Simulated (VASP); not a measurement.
# As (Cmce) in VASP: further runs, part 2 of 2

VASP 6.6.1. The steps go on from the part before.

### Step 3. Single point, PBEsol, non-collinear spin, zero start, spin-orbit coupling

Input file INCAR:

```
PREC = Accurate
ENCUT = 520
EDIFF = 1E-7
ISMEAR = -1
SIGMA = 0.05
LREAL = F
LASPH = T
NELM = 150
ALGO = Normal
ISIF = 2
LWAVE = F
LCHARG = F
MAGMOM = 0 0 0 0 0 0 0 0 0 0 0 0
LORBIT = 11
LSORBIT = T
GGA_COMPAT = F
LORBMOM = T
GGA = PS
NBANDS = 34
```

Input file KPOINTS:

```
regular mesh
0
Gamma
  6 6 4
```

Input file POSCAR:

```
As
1.0
    1.8250000000     -5.5000000000      0.0000000000
    1.8250000000      5.5000000000      0.0000000000
    0.0000000000      0.0000000000      4.4700000000
As
4
Direct
    0.3900000000      0.6100000000      0.5600000000
    0.8900000000      0.1100000000      0.9400000000
    0.6100000000      0.3900000000      0.4400000000
    0.1100000000      0.8900000000      0.0600000000
```

Potentials or basis: VASP PAW PBE potentials, release 64 (As).

On the command line:

```sh
$ cat potpaw_PBE.64/As/POTCAR > POTCAR
$ mpirun -np 1 vasp_ncl > vasp.out
```

OUTCAR:

```text
PREC = Accurate
   ENCUT = 520
   EDIFF = 1E-7
   ISMEAR = -1
   LREAL = F
   LASPH = T
   NELM = 150
   ISIF = 2
   LORBIT = 11
   LSORBIT = T
   GGA = PS

 ion  position               nearest neighbor table
   1  0.390  0.610  0.560-   3 2.48   2 2.49   2 2.49
   2  0.890  0.110  0.940-   4 2.48   1 2.49   1 2.49
   3  0.610  0.390  0.440-   1 2.48   4 2.49   4 2.49
   4  0.110  0.890  0.060-   2 2.48   3 2.49   3 2.49

  LATTYP: Found a base centered orthorhombic cell.
 ALAT       =     3.6500000000
 B/A-ratio  =     3.0136986301
 C/A-ratio  =     1.2246575342

  Lattice vectors:

 A1 = (   1.8250000000,  -5.5000000000,   0.0000000000)
 A2 = (   1.8250000000,   5.5000000000,   0.0000000000)
 A3 = (   0.0000000000,   0.0000000000,   4.4700000000)

Analysis of symmetry for initial positions (statically):
=====================================================================
 Subroutine PRICEL returns:
 Original cell was already a primitive cell.

 Routine SETGRP: Setting up the symmetry group for a
 base centered orthorhombic supercell.

 Subroutine GETGRP returns: Found  8 space group operations
 (whereof  4 operations were pure point group operations)
 out of a pool of  8 trial point group operations.

The static configuration has the point symmetry C_2h.
 The point group associated with its full space group is D_2h.

Analysis of symmetry for dynamics (positions and initial velocities):
=====================================================================
 Subroutine PRICEL returns:
 Original cell was already a primitive cell.

 Routine SETGRP: Setting up the symmetry group for a
 base centered orthorhombic supercell.

 Subroutine GETGRP returns: Found  8 space group operations
 (whereof  4 operations were pure point group operations)
 out of a pool of  8 trial point group operations.

[... 1065 lines left out ...]
  4        -0.000   0.000  -0.000
 ----------------------------------------
           -0.000  -0.000  -0.000

 orbital moment (y)

 # of ion     p       d       tot
 ----------------------------------------
  1         0.000   0.000   0.000
  2         0.000   0.000   0.000
  3         0.000   0.000   0.000
  4         0.000   0.000   0.000
 ----------------------------------------
            0.000   0.000   0.000

 orbital moment (z)

 # of ion     p       d       tot
 ----------------------------------------
  1         0.000   0.000   0.000
  2         0.000   0.000   0.000
  3         0.000  -0.000   0.000
  4         0.000   0.000   0.000
 ----------------------------------------
            0.000   0.000   0.000

 Spin-Orbit-Coupling matrix elements

 Ion:    1  E_soc:     -0.0250678
 l=   1
     0.0000000    -0.0042411    -0.0041790
    -0.0042411     0.0000000    -0.0041011
    -0.0041790    -0.0041011     0.0000000
 l=   2
     0.0000000    -0.0000014     0.0000000    -0.0000008    -0.0000022
    -0.0000014     0.0000000    -0.0000027    -0.0000014    -0.0000002
     0.0000000    -0.0000027     0.0000000    -0.0000005     0.0000000
    -0.0000008    -0.0000014    -0.0000005     0.0000000    -0.0000036
    -0.0000022    -0.0000002     0.0000000    -0.0000036     0.0000000
 l=   3
     0.0000000     0.0000000     0.0000000     0.0000000     0.0000000     0.0000000     0.0000000
     0.0000000     0.0000000     0.0000000     0.0000000     0.0000000     0.0000000     0.0000000
     0.0000000     0.0000000     0.0000000     0.0000000     0.0000000     0.0000000     0.0000000
     0.0000000     0.0000000     0.0000000     0.0000000     0.0000000     0.0000000     0.0000000
[... 49 lines left out ...]
 l=   2
     0.0000000    -0.0000014     0.0000000    -0.0000008    -0.0000022
    -0.0000014     0.0000000    -0.0000027    -0.0000014    -0.0000002
     0.0000000    -0.0000027     0.0000000    -0.0000005     0.0000000
    -0.0000008    -0.0000014    -0.0000005     0.0000000    -0.0000036
    -0.0000022    -0.0000002     0.0000000    -0.0000036     0.0000000
 l=   3
     0.0000000     0.0000000     0.0000000     0.0000000     0.0000000     0.0000000     0.0000000
     0.0000000     0.0000000     0.0000000     0.0000000     0.0000000     0.0000000     0.0000000
     0.0000000     0.0000000     0.0000000     0.0000000     0.0000000     0.0000000     0.0000000
     0.0000000     0.0000000     0.0000000     0.0000000     0.0000000     0.0000000     0.0000000
     0.0000000     0.0000000     0.0000000     0.0000000     0.0000000     0.0000000     0.0000000
     0.0000000     0.0000000     0.0000000     0.0000000     0.0000000     0.0000000     0.0000000
     0.0000000     0.0000000     0.0000000     0.0000000     0.0000000     0.0000000     0.0000000

 total charge

# of ion       s       p       d       tot
------------------------------------------
    1        1.296   1.371   0.048   2.715
    2        1.296   1.371   0.048   2.715
    3        1.296   1.371   0.048   2.715
    4        1.296   1.371   0.048   2.715
--------------------------------------------------
tot          5.185   5.482   0.192  10.859

 magnetization (x)

# of ion       s       p       d       tot
------------------------------------------
    1        0.000  -0.000  -0.000  -0.000
    2       -0.000   0.000   0.000   0.000
    3        0.000  -0.000  -0.000  -0.000
    4       -0.000   0.000   0.000   0.000
--------------------------------------------------
tot         -0.000   0.000   0.000  -0.000

 magnetization (y)

# of ion       s       p       d       tot
------------------------------------------
    1        0.000   0.000   0.000   0.000
    2        0.000   0.000   0.000   0.000
    3        0.000   0.000   0.000   0.000
    4        0.000   0.000   0.000   0.000
--------------------------------------------------
tot          0.000   0.000   0.000   0.000

 magnetization (z)

# of ion       s       p       d       tot
------------------------------------------
    1        0.000   0.000   0.000   0.000
    2        0.000   0.000   0.000   0.000
    3        0.000   0.000   0.000   0.000
    4        0.000   0.000   0.000   0.000
--------------------------------------------------
tot          0.000   0.000   0.000   0.000
```

It took 8.5 min on 1 thread of Intel Xeon Platinum 8259CL at 2.50GHz (Skylake/Cascade Lake), shared host; peak memory 0.65 GiB.

Results:

```
Free energy                                           : -20.3053 eV
Pressure                                              : 0.1 GPa
Largest force                                         : 0.084 eV/Å
Net moment                                            : 0.00 μB per cell
Valence electrons inside the program's atomic spheres : As 2.71
```

Forces in eV/Å, atoms in the order of the input:
```
As   0.000  0.077  0.034
As   0.000  0.077 -0.034
As   0.000 -0.077 -0.034
As   0.000 -0.077  0.034
```

Moments on the atoms (μB; x, y, z):
```
As  0.00 0.00 0.00
As  0.00 0.00 0.00
As  0.00 0.00 0.00
As  0.00 0.00 0.00
```

Caveat: the PAW data sets were made with another functional, which shifts forces and pressure a little.
